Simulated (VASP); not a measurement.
# PtS2 in VASP: settings compared

PtS2 is run at these levels: RPBE+D3(BJ), PBE+D3(BJ); tasks: single point.

All numbers are computed with VASP 6.6.1; they aren't measurements. Logs are shortened: lines on timing, memory, paths and dates and some standing lists are left out, and cuts for length are marked.

## 1. The cell of the first run

The cell holds a slab with vacuum, 3 atoms: a = 3.583 Å, b = 3.583 Å, c = 30.826 Å, α = 90.00°, β = 90.00°, γ = 120.00°.

## 2. Single point, RPBE+D3(BJ)

Contents of INCAR:

```
ALGO = Normal
DIPOL = 0.5 0.5 0.500
EDIFF = 1E-6
ENCUT = 520
GGA = RP
IDIPOL = 3
ISIF = 2
ISMEAR = 0
IVDW = 12
LASPH = True
LCHARG = False
LDIPOL = True
LREAL = False
LWAVE = False
NBANDS = 18
NELM = 80
PREC = Accurate
SIGMA = 0.02
```

Contents of KPOINTS:

```
k-points
0
Gamma
  9 9 1
```

Contents of POSCAR:

```
PtS2
1.0
    3.5832742325      0.0000000000      0.0000000000
   -1.7916371163      3.1032065141      0.0000000000
    0.0000000000      0.0000000000     30.8258735565
S Pt
2 1
Direct
    0.6666666667      0.3333333333      0.4608618264
    0.3333333333      0.6666666667      0.5391381736
    0.0000000000      0.0000000000      0.5000000000
```

Potentials or basis: VASP PAW PBE potentials, release 64 (S, Pt).

The run is started by

```sh
> cat potpaw_PBE.64/S/POTCAR potpaw_PBE.64/Pt/POTCAR > POTCAR
> mpirun -np 1 vasp_std > vasp.out
```

OUTCAR:

```text
EDIFF = 1E-6
   ENCUT = 520
   GGA = RP
   ISIF = 2
   ISMEAR = 0
   IVDW = 12
   LASPH = True
   LREAL = False
   NELM = 80
   PREC = Accurate
 IVDW          = 12

 ion  position               nearest neighbor table
   1  0.667  0.333  0.461-   3 2.39   3 2.39   3 2.39
   2  0.333  0.667  0.539-   3 2.39   3 2.39   3 2.39
   3  0.000  0.000  0.500-   1 2.39   2 2.39   1 2.39   2 2.39   1 2.39   2 2.39

  LATTYP: Found a hexagonal cell.
 ALAT       =     3.5832742325
 C/A-ratio  =     8.6027112513

  Lattice vectors:

 A1 = (   3.5832742325,   0.0000000000,   0.0000000000)
 A2 = (  -1.7916371163,   3.1032065141,   0.0000000000)
 A3 = (   0.0000000000,   0.0000000000,  30.8258735565)

Analysis of symmetry for initial positions (statically):
=====================================================================
 Subroutine PRICEL returns:
 Original cell was already a primitive cell.

 Routine SETGRP: Setting up the symmetry group for a
 hexagonal supercell.

 Subroutine GETGRP returns: Found 12 space group operations
 (whereof 12 operations were pure point group operations)
 out of a pool of 24 trial point group operations.

The static configuration has the point symmetry D_3d.

Analysis of symmetry for dynamics (positions and initial velocities):
=====================================================================
 Subroutine PRICEL returns:
 Original cell was already a primitive cell.

 Routine SETGRP: Setting up the symmetry group for a
 hexagonal supercell.

 Subroutine GETGRP returns: Found 12 space group operations
 (whereof 12 operations were pure point group operations)
 out of a pool of 24 trial point group operations.

The dynamic configuration has the point symmetry D_3d.

 Subroutine INISYM returns: Found 12 space group operations
 (whereof 12 operations are pure point group operations),
 and found     1 'primitive' translations

----------------------------------------------------------------------------------------

                                     Primitive cell

  volume of cell :     342.7726

  direct lattice vectors                    reciprocal lattice vectors
     3.583274232  0.000000000  0.000000000     0.279074370  0.161123663  0.000000000
    -1.791637116  3.103206514  0.000000000     0.000000000  0.322247326  0.000000000
     0.000000000  0.000000000 30.825873556     0.000000000  0.000000000  0.032440281

  length of vectors
     3.583274232  3.583274233 30.825873556     0.322247326  0.322247326  0.032440281

  position of ions in fractional coordinates (direct lattice)
     0.666666667  0.333333333  0.460861826
     0.333333333  0.666666667  0.539138174
     0.000000000  0.000000000  0.500000000

  ion indices of the primitive-cell ions
   primitive index   ion index
                 1           1
                 2           2
                 3           3

----------------------------------------------------------------------------------------

 KPOINTS: k-points

Automatic generation of k-mesh.
 Grid dimensions read from file:
 generate k-points for:    9    9    1

 Generating k-lattice:

  Cartesian coordinates                     Fractional coordinates (reciprocal lattice)
     0.031008263  0.017902629  0.000000000     0.111111111  0.000000000  0.000000000
     0.000000000  0.035805258  0.000000000     0.000000000  0.111111111  0.000000000
     0.000000000  0.000000000  0.032440281     0.000000000  0.000000000  1.000000000

  Length of vectors
     0.035805258  0.035805258  0.032440281

  Shift w.r.t. Gamma in fractional coordinates (k-lattice)
     0.000000000  0.000000000  0.000000000

 Subroutine IBZKPT returns following result:
 ===========================================

 Found     12 irreducible k-points:

 Following reciprocal coordinates:
            Coordinates               Weight
  0.000000  0.000000  0.000000      1.000000
  0.111111  0.000000  0.000000      6.000000
  0.222222 -0.000000  0.000000      6.000000
  0.333333 -0.000000  0.000000      6.000000
  0.444444 -0.000000  0.000000      6.000000
  0.111111  0.111111  0.000000      6.000000
  0.222222  0.111111  0.000000     12.000000
  0.333333  0.111111  0.000000     12.000000
  0.444444  0.111111  0.000000      6.000000
  0.222222  0.222222  0.000000      6.000000
  0.333333  0.222222  0.000000     12.000000
  0.333333  0.333333  0.000000      2.000000
   k-points           NKPTS =     12   k-points in BZ     NKDIM =     12   number of bands    NBANDS=     18
   number of dos      NEDOS =    301   number of ions     NIONS =      3
   total plane-waves  NPLWV = 188160
   dimension x,y,z NGX =    28 NGY =   28 NGZ =  240
   dimension x,y,z NGXF=    56 NGYF=   56 NGZF=  480
   ions per type =               2   1
   NGX,Y,Z   is equivalent  to a cutoff of  12.99, 12.99, 12.94 a.u.
   NGXF,Y,Z  is equivalent  to a cutoff of  25.98, 25.98, 25.89 a.u.
 SYSTEM =  unknown system
   PREC   = accura    normal or accurate (medium, high low for compatibility)
   ISTART =      0    job   : 0-new  1-cont  2-samecut
   ICHARG =      2    charge: 1-file 2-atom 10-const
   ISPIN  =      1    spin polarized calculation?
   LNONCOLLINEAR =      F non collinear calculations
   LSORBIT =      F    spin-orbit coupling
   LASPH  =      T    aspherical Exc in radial PAW
   ENCUT  =  520.0 eV  38.22 Ry    6.18 a.u.   6.66  6.66 57.32*2*pi/ulx,y,z
   NELM   =     80;   NELMIN=  2; NELMDL= -5     # of ELM steps
   EDIFF  = 0.1E-05   stopping-criterion for ELM
   LREAL  =      F    real-space projection
   EDIFFG = 0.1E-04   stopping-criterion for IOM
   NSW    =      0    number of steps for IOM
   IBRION =     -1    ionic relax: 0-MD 1-quasi-New 2-CG
   NFREE  =      0    steps in history (QN), initial steepest desc. (CG)
   ISIF   =      2    stress and relaxation
   ISYM   =      2    0-nonsym 1-usesym 2-fastsym
   POTIM  = 0.5000    time-step for ionic-motion
   TEBEG  =    0.0;   TEEND  =   0.0 temperature during run
   PSTRESS=    0.0 pullay stress
   NELECT =      22.0000    total number of electrons
   NUPDOWN=      -1.0000    fix difference up-down
   EMIN   =  10.00;   EMAX   =-10.00  energy-range for DOS
   EFERMI =   0.00;   METHOD = LEGACY
   ISMEAR =     0;   SIGMA  =   0.02  broadening in eV -4-tet -1-fermi 0-gaus
   EFERMI_NEDOS =   21; number of points for ismear=-14 and -15
   IALGO  =     38    algorithm
   IMIX   =      4    mixing-type and parameters
     AMIX     =   0.40;   BMIX     =  1.00
     AMIX_MAG =   1.60;   BMIX_MAG =  1.00
  volume/ion in A,a.u.               =     114.26       771.05
  Fermi-wavevector in a.u.,A,eV,Ry     =   0.655461  1.238642  5.845463  0.429629
  Thomas-Fermi vector in A             =   1.726344
   LORBIT       =      0    0 simple, 1 ext, 2 COOP (PROOUT), +10 PAW based schemes
   GGA     = RP    functional components
   LHFCALC =     F    Hartree Fock is set to
   AEXX    =    0.0000 exact exchange contribution
   IVDW    =    12    specifies the selected vdW correction
   LEPSILON=     F    determine dielectric tensor
   LRPA    =     F    only Hartree local field effects (RPA)
 non-spin polarized calculation
 Gauss-broadening in eV      SIGMA  =   0.02
  energy-cutoff  :      520.00
  volume of cell :      342.77
 maximum number of plane-waves:      9295
 NGX is ok and might be reduce to    28
   NGX = 13   NGY = 13   NGZ =115

 number of electron      21.9999996 magnetization

 dipolmoment           0.000000      0.000000      0.000000 electrons x Angstroem

 Free energy of the ion-electron system (eV)
  ---------------------------------------------------
  ext. energy  EPLUGINS =         0.00000000
  ---------------------------------------------------
  free energy    TOTEN  =       -14.26640362 eV

  energy without entropy =      -14.26640362  energy(sigma->0) =      -14.26640362

 E-fermi :  -4.2239     XC(G=0):  -2.1214

 val. band max:       -4.3570224581   @ k =   0.1111   0.0000   0.0000
 cond. band min:      -2.4923223056   @ k =   0.2222  -0.0000   0.0000
 fundamental gap:      1.8647001525
 Fermi energy:        -4.2238866869

 k-point     1 :       0.0000    0.0000    0.0000
  band No.  band energies     occupation
      1     -18.3333      2.00000
      2     -16.0390      2.00000
      3      -9.9219      2.00000
      4      -9.9219      2.00000
      5      -9.4481      2.00000
      6      -7.1831      2.00000
[... 10 lines left out ...]
     17       1.9290      0.00000
     18       2.2332      0.00000

 k-point     2 :       0.1111    0.0000    0.0000
  band No.  band energies     occupation
      1     -18.1833      2.00000
      2     -16.0824      2.00000
      3      -9.8855      2.00000
      4      -9.8246      2.00000
      5      -9.3164      2.00000
      6      -7.4207      2.00000
[... 10 lines left out ...]
     17       2.3430      0.00000
     18       2.5585      0.00000

 k-point     3 :       0.2222   -0.0000    0.0000
  band No.  band energies     occupation
      1     -17.7676      2.00000
      2     -16.1921      2.00000
      3      -9.7613      2.00000
      4      -9.5860      2.00000
      5      -8.9969      2.00000
      6      -8.1298      2.00000
[... 10 lines left out ...]
     17       2.7198      0.00000
     18       2.9505      0.00000

 k-point     4 :       0.3333   -0.0000    0.0000
  band No.  band energies     occupation
      1     -17.2095      2.00000
      2     -16.3136      2.00000
      3      -9.9071      2.00000
      4      -9.3677      2.00000
      5      -8.9584      2.00000
      6      -8.1949      2.00000
[... 123 lines left out ...]
      4      -9.4212      2.00000
      5      -8.8765      2.00000
      6      -8.0765      2.00000
[... 10 lines left out ...]
     17       4.2604      0.00000
     18       4.3720      0.00000

 k-point    11 :       0.3333    0.2222    0.0000
  band No.  band energies     occupation
      1     -16.5722      2.00000
      2     -16.4197      2.00000
      3     -10.0598      2.00000
      4      -9.4049      2.00000
      5      -8.8094      2.00000
      6      -7.8515      2.00000
[... 10 lines left out ...]
     17       4.8734      0.00000
     18       5.3485      0.00000

 k-point    12 :       0.3333    0.3333    0.0000
  band No.  band energies     occupation
      1     -16.4392      2.00000
      2     -16.4392      2.00000
      3      -9.6831      2.00000
      4      -9.4274      2.00000
      5      -9.4274      2.00000
      6      -7.7427      2.00000
[... 10 lines left out ...]
     17       5.0667      0.00000
     18       5.0808      0.00000

------------------------ aborting loop because EDIFF is reached ----------------------------------------

 vacuum level on the upper side and lower side of the slab       (xc-potential included)        -0.007        -0.007

 Edisp (eV)   -4.40820

 E8    (eV) :    -2.7656

  FORCE on cell =-STRESS in cart. coord.  units (eV):
  Direction    XX          YY          ZZ          XY          YZ          ZX
  --------------------------------------------------------------------------------------
  -------------------------------------------------------------------------------------
  Total      -4.59310    -4.59310    -1.23630     0.00000     0.00000     0.00000
  in kB     -21.46894   -21.46894    -5.77868     0.00000     0.00000     0.00000
  external pressure =      -16.24 kB  Pullay stress =        0.00 kB

 VOLUME and BASIS-vectors are now :
 -----------------------------------------------------------------------------
  energy-cutoff  :      520.00
  volume of cell :      342.77
      direct lattice vectors                 reciprocal lattice vectors
     3.583274232  0.000000000  0.000000000     0.279074370  0.161123663  0.000000000
    -1.791637116  3.103206514  0.000000000     0.000000000  0.322247326  0.000000000
     0.000000000  0.000000000 30.825873556     0.000000000  0.000000000  0.032440281

 POSITION                                       TOTAL-FORCE (eV/Angst)
 -----------------------------------------------------------------------------------
      1.79164      1.03440     14.20647        -0.000000     -0.000000      0.498963
     -0.00000      2.06880     16.61941         0.000000      0.000000     -0.498963
      0.00000      0.00000     15.41294        -0.000000      0.000000     -0.000000
 -----------------------------------------------------------------------------------
    total drift:                               -0.000000      0.000000     -0.000000

  FREE ENERGIE OF THE ION-ELECTRON SYSTEM (eV)
  ---------------------------------------------------
  free  energy   TOTEN  =       -18.6746057329 eV

  energy  without entropy=      -18.6746057329  energy(sigma->0) =      -18.67460573

 vacuum level on the upper side and lower side of the slab         1.948         1.948
```

Run time: 91 s. Hardware: 1 thread of AMD EPYC 7R13 (Zen 3), shared host; peak memory 0.45 GiB.

Results:

```
Free energy                : -18.6746 eV
Largest force              : 0.499 eV/Å
Band gap on the k mesh     : 1.86 eV, indirect (least direct gap 1.91 eV)
Dispersion energy per atom : -1.469 eV
```

Forces on the atoms (eV/Å):
```
S    0.000  0.000  0.499
S    0.000  0.000 -0.499
Pt   0.000  0.000  0.000
```

Levels at points of the mesh, in eV from the valence-band top:
| k point | band 8 | band 9 | band 10 | band 11 | band 12 | band 13 | band 14 | band 15 |
| --- | --- | --- | --- | --- | --- | --- | --- | --- |
| (0.00, 0.00, 0.00) | -0.70 | -0.57 | -0.27 | -0.27 | 3.28 | 3.28 | 5.39 | 5.73 |

Caveat: three body term missing; the PAW data sets were made with another functional, which shifts forces and pressure a little; spin-orbit coupling is left out, which moves the levels of the heavy elements.

## 3. Single point, PBE+D3(BJ)

This run uses another cell than the first one, of 75.97 Å³/atom, 0.665 times its volume.

Contents of INCAR:

```
PREC = Accurate ; ENCUT = 400
EDIFF = 1E-6 ; ISMEAR = 0
SIGMA = 0.05 ; LREAL = F
LASPH = T ; NELM = 120
ALGO = Normal ; ISIF = 2
LWAVE = F ; LCHARG = F
LDIPOL = T ; IDIPOL = 3
DIPOL = 0.5 0.5 0.250 ; GGA = PE
IVDW = 12 ; NBANDS = 18
GGA_COMPAT = F ; NELMDL = -8
```

Contents of KPOINTS:

```
Automatic mesh
0
Gamma
  9 9 1
```

Contents of POSCAR:

```
PtS2
1.0
    3.5415278079      0.0000000000      0.0000000000
   -1.7707639039      3.0670530498      0.0000000000
    0.0000000000      0.0000000000     20.9835307746
S Pt
2 1
Direct
    0.6666666667      0.3333333333      0.1906256884
    0.3333333333      0.6666666667      0.3089818794
    0.0000000000      0.0000000000      0.2498037839
```

Potentials or basis: VASP PAW PBE potentials, release 64 (S, Pt).

The run is started by

```sh
> cat potpaw_PBE.64/S/POTCAR potpaw_PBE.64/Pt/POTCAR > POTCAR
> mpirun -np 1 vasp_std > vasp.out
```

It took 22 s on 1 thread of Intel Xeon 6975P-C (Granite Rapids), shared host; peak memory 0.26 GiB.

Results (log left out):

```yaml
Free_energy: -16.2805 eV
Largest_force: 0.038 eV/Å
Band_gap_on_the_k_mesh: 1.84 eV, indirect (least direct gap 1.92 eV)
Dispersion_energy_per_atom: -0.276 eV
```

Forces on the atoms (eV/Å):
```
S    0.000  0.000  0.038
S    0.000  0.000 -0.038
Pt   0.000  0.000  0.000
```

Levels at points of the mesh, in eV from the valence-band top:
```csv
k point,band 8,band 9,band 10,band 11,band 12,band 13,band 14,band 15
"(0.00, 0.00, 0.00)",-0.80,-0.67,-0.20,-0.20,3.27,3.27,5.45,5.84
```

Caveat: spin-orbit coupling is left out, which moves the levels of the heavy elements.
